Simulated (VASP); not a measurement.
Here is a VASP 6.6.1 calculation.

INCAR

```
SYSTEM = VN2
PREC = Accurate ; ENCUT = 600
EDIFF = 1E-7 ; ISMEAR = 0
SIGMA = 0.1 ; LREAL = .False.
LASPH = .True. ; NELM = 80
ALGO = Normal ; ISIF = 4
LWAVE = .False. ; LCHARG = .False.
GGA = PS ; IBRION = 2
NSW = 50 ; EDIFFG = -0.01
```

Contents of KPOINTS:

```
regular mesh
0
Gamma
  12 12 12
  0 0 0
```

File POSCAR:

```
VN2
1.0
   -2.1704425242      2.1704425242      2.5072712568
    2.1704425242     -2.1704425242      2.5072712568
    2.1704425242      2.1704425242     -2.5072712568
V N
2 4
Direct
    0.2500000000      0.2500000000      0.0000000000
    0.7500000000      0.7500000000      0.0000000000
    0.1135126828      0.6135126828      0.7270253656
    0.6135126828      0.8864873172      0.5000000000
    0.8864873172      0.3864873172      0.2729746344
    0.3864873172      0.1135126828      0.5000000000
```

Potentials or basis: VASP PAW PBE potentials, release 64 (V_sv, N).

Command:

```console
$ cat potpaw_PBE.64/V_sv/POTCAR potpaw_PBE.64/N/POTCAR > POTCAR
$ mpirun -np 1 vasp_std > vasp.out
```

Question: What does it give for the band gap on the k mesh?

Answer: Zero (bands 23 and 24 overlap by 0.31 eV).

The path:
| step | energy change (eV) | largest force (eV/Å) | pressure (GPa) | volume (Å³) |
| --- | --- | --- | --- | --- |
| 1 | 0.0000 | 0.1389 | -17.57 | 47.25 |
| 2 | 0.0002 | 0.1752 | -16.71 | 47.25 |
| 3 | -0.0011 | 0.0083 | -17.17 | 47.25 |
| 4 | -0.0011 | 0.0002 | -17.17 | 47.25 |

Caveat: the PAW data sets were made with another functional, which shifts forces and pressure a little; the run has no spin polarisation, though such a crystal can be magnetic. With open d or f shells a metallic result of PBEsol can be an artefact of self-interaction; +U or a hybrid may open a gap.
